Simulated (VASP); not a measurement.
Input of a VASP 6.6.1 run:

File POSCAR:

```
Au
1.0
    4.5761069469      0.0000000000      0.0000000000
   -2.2880534735      3.9630248665      0.0000000000
    0.0000000000      0.0000000000      2.8051535585
Au
3
Direct
    0.0000000000      0.0000000000      0.0000000000
    0.3333333333      0.6666666667      0.5000000000
    0.6666666667      0.3333333333      0.5000000000
```

Contents of INCAR.step1:

```
PREC     = Accurate       # precision mode
ENCUT    = 600            # plane-wave cutoff, eV
ISMEAR   = -1             # smearing method
SIGMA    = 0.1            # smearing width, eV
LREAL    = F              # projectors in reciprocal space
LASPH    = T              # aspherical terms in the spheres
NELM     = 80             # most SCF steps
GGA      = PE             # functional
ALGO     = Normal         # electronic algorithm
EDIFF    = 1E-4           # SCF threshold, eV
LWAVE    = T              # write WAVECAR
LCHARG   = F              # write CHGCAR
```

Contents of INCAR.step2:

```
PREC     = Accurate       # precision mode
ENCUT    = 600            # plane-wave cutoff, eV
EDIFF    = 1E-6           # SCF threshold, eV
ISMEAR   = -1             # smearing method
SIGMA    = 0.1            # smearing width, eV
LREAL    = F              # projectors in reciprocal space
LASPH    = T              # aspherical terms in the spheres
NELM     = 80             # most SCF steps
ALGO     = Normal         # electronic algorithm
ISIF     = 3              # what is computed and relaxed
LWAVE    = F              # write WAVECAR
LCHARG   = F              # write CHGCAR
METAGGA  = R2SCAN         # meta-GGA
LMIXTAU  = T            
IBRION   = 2              # ionic algorithm
NSW      = 80             # ionic steps
EDIFFG   = -0.01          # ionic threshold
ISTART   = 1
```

File KPOINTS:

```
regular mesh
0
Gamma
  8 8 11
```

Potentials or basis: VASP PAW PBE potentials, release 64 (Au).

Run with:

```bash
$ cat potpaw_PBE.64/Au/POTCAR > POTCAR
$ cp INCAR.step1 INCAR
$ mpirun -np 1 vasp_std > vasp.out
$ cp INCAR.step2 INCAR
$ mpirun -np 1 vasp_std > vasp.out
```

Problem. Predict the space group after relaxing (to 0.1 Å).

Solution. P6/mmm (No. 191).

Problem. Estimate the relaxed cell.

Solution. a = 4.706 Å, b = 4.706 Å, c = 2.808 Å, α = 90.00°, β = 90.00°, γ = 120.00°.

Problem. What does it give for the relaxed volume?

Solution. 17.95 Å³/atom.

Final structure:
```cif
data_structure
_symmetry_space_group_name_H-M 'P 1'
_symmetry_Int_Tables_number 1
_cell_length_a 4.7062
_cell_length_b 4.7062
_cell_length_c 2.8077
_cell_angle_alpha 90.000
_cell_angle_beta 90.000
_cell_angle_gamma 120.000
_cell_volume 53.85
loop_
_atom_site_label
_atom_site_type_symbol
_atom_site_fract_x
_atom_site_fract_y
_atom_site_fract_z
_atom_site_occupancy
Au1 Au 0.00000 0.00000 0.00000 1
Au2 Au 0.33333 0.66667 0.50000 1
Au3 Au 0.66667 0.33333 0.50000 1
```

Caveat: the PAW data sets were made with another functional, which shifts forces and pressure a little.
